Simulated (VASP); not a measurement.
Cr:

```xyz
1
Lattice="-1.4420 1.4420 1.4420 1.4420 -1.4420 1.4420 1.4420 1.4420 -1.4420" Properties=species:S:1:pos:R:3 pbc="T T T"
Cr    0.0000    0.0000    0.0000
```

Base run:

- Program: VASP 6.6.1
- Functional: PBE
- Potentials or basis: VASP PAW PBE potentials, release 64 (Cr_pv)
- Cutoff: 500 eV
- k mesh: 13 × 13 × 13
- Occupations: fermi-dirac, width 0.1 eV
- Spin: collinear spin, ferromagnetic start
- Starting moments: [1.74] μB
- Fixed moment: 1.8 μB

Its results: pressure 15.0 GPa; site moments Cr +1.68 μB.

Problem. The run is repeated on the same cell with these changes: fixed moment from 1.8 μB to 3 μB; moments at the start from [1.74] to [2.88]. What comes out?

Solution. Pressure 48.0 GPa; site moments Cr +2.79 μB.

Caveats: the cell stands under pressure; the total moment is fixed, so each spin has its own Fermi level.
